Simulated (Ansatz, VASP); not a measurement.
Ru: VASP beside Ansatz

The input INCAR:

```
SYSTEM = Ru
PREC = Accurate ; ENCUT = 520
EDIFF = 1E-6 ; ISMEAR = 0
SIGMA = 0.15 ; LREAL = .FALSE.
LASPH = .TRUE. ; NELM = 100
ALGO = Fast ; ISIF = 2
LWAVE = .FALSE. ; LCHARG = .TRUE.
GGA = PS ; LELF = .TRUE.
LVHAR = .TRUE. ; NBANDS = 21
```

File KPOINTS:

```
Automatic mesh
0
G
  24 24 12
  0 0 0
```

File POSCAR:

```
Ru
1.0
    2.7057993342      0.0000000000      0.0000000000
   -1.3528996671      2.3432909610      0.0000000000
    0.0000000000      0.0000000000      4.2819000000
Ru
2
Direct
    0.3973458706      0.7946917412      0.2500000000
    0.6666666667      0.3333333333      0.7500000000
```

Input for Ansatz:

```yaml
crystal:
  lattice:
    - [2.7057993342, 0.0, 0.0]
    - [-1.3528996671, 2.343290961, 0.0]
    - [0.0, 0.0, 4.2819]
  atoms:
    - { symbol: Ru, position: [0.3973458706, 0.7946917412, 0.25] }
    - { symbol: Ru, position: [0.6666666667, 0.3333333333, 0.75] }
basis:
  ecutwfc: 420
kpoints:
  mp_grid: { grid: [24, 24, 12] }
hamiltonian:
  xc: pbesol
scf:
  occupations: { method: gaussian, width: 0.15 }
output:
  forces: true
  stress: true
  eigenvalues: true
```

Alike in both runs: task single point; functional PBEsol; k mesh 24 × 24 × 12; occupations gaussian, width 0.15 eV; no spin polarisation.

```csv
,VASP,Ansatz
version,VASP 6.6.1,Ansatz 0.2.0
potentials or method,"VASP PAW PBE potentials, release 64 (Ru_pv), cutoff 520 eV","scalar-relativistic, plane waves, PAW"
valence electrons in the cell,28,32
```

Ansatz gave:

| Quantity | Value |
| --- | --- |
| gap on the k mesh at the Fermi level (eV) | none |
| pressure (GPa) | -1.7 |
| traceless stress, the component that is largest in VASP (GPa) | -6.75 |
| rms of the force components (eV/Å) | 1.042 |

Task: Which values does VASP return?

Result: gap on the k mesh at the Fermi level (eV): none; pressure (GPa): -1.7; traceless stress, the component that is largest in VASP (GPa): -6.84; rms of the force components (eV/Å): 1.047.

VASP's potentials were made for PBE, not for PBEsol. Atom by atom the forces differ by 0.005 eV/Å (rms over components). A gap of «none» marks a metal or a gap that the smearing closes. VASP's potentials hold 28 valence electrons a cell and Ansatz's 32, so a difference there can come from the potentials and not from the codes.
